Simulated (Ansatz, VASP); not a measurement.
## TaN: VASP beside Ansatz

File INCAR:

```
PREC = Accurate ; ENCUT = 600
EDIFF = 1E-6 ; ISMEAR = 0
SIGMA = 0.15 ; LREAL = False
LASPH = True ; NELM = 120
ALGO = Normal ; ISIF = 2
LWAVE = False ; LCHARG = True
GGA = CA ; LELF = True
LVHAR = True ; NBANDS = 16
GGA_COMPAT = False
```

File KPOINTS:

```
regular mesh
0
Gamma
  18 18 18
```

POSCAR

```
TaN
1.0
    0.0000000000      2.1918784864      2.1918784864
    2.1918784864      0.0000000000      2.1918784864
    2.1918784864      2.1918784864      0.0000000000
Ta N
1 1
Direct
    0.4978278253      0.5021721747      0.5021721747
    0.0280609990     -0.0280609990     -0.0280609990
```

Input for Ansatz:

```yaml
crystal:
  lattice:
    - [0.0, 2.1918784864, 2.1918784864]
    - [2.1918784864, 0.0, 2.1918784864]
    - [2.1918784864, 2.1918784864, 0.0]
  atoms:
    - { symbol: Ta, position: [0.4978278253, 0.5021721747, 0.5021721747] }
    - { symbol: "N", position: [0.028060999, -0.028060999, -0.028060999] }
basis:
  ecutwfc: 520.0
kpoints:
  mp_grid: { grid: [18, 18, 18] }
hamiltonian:
  xc: lda
  pseudopotentials: { kind: paw, azcp: { folder: soft_1 } }
scf:
  occupations: { method: gaussian, width: 0.15 }
output:
  forces: true
  stress: true
  eigenvalues: true
```

Change from the starting cell: mode 4 frozen in at -0.122 Å, equal normal strain along x, y and z +0.0083.

Alike in both runs: task single point; functional LDA; k mesh 18 × 18 × 18; occupations gaussian, width 0.15 eV; no spin polarisation.

```csv
,VASP,Ansatz
version,VASP 6.6.1,Ansatz 0.2.0
potentials or method,"VASP PAW LDA potentials, release 64 (Ta_sv_GW, N), cutoff 600 eV","scalar-relativistic, plane waves, PAW"
valence electrons in the cell,18,18
```

```csv
,VASP,Ansatz,Ansatz less VASP
gap on the k mesh at the Fermi level (eV),none,none,-
pressure (GPa),-4.6,-5.8,-1.29
"traceless stress, the component that is largest in VASP (GPa)",5.82,5.76,-0.060
rms of the force components (eV/Å),0.669,0.658,-0.0110
```

Ansatz warns that its potentials were made for another functional, while VASP's fit it. LDA's correlation is that of Perdew and Zunger in VASP and of Perdew and Wang (1992) in Ansatz. Atom by atom the forces differ by 0.011 eV/Å (rms over components). A gap of «none» marks a metal or a gap that the smearing closes.

Neither program's run includes spin-orbit coupling.
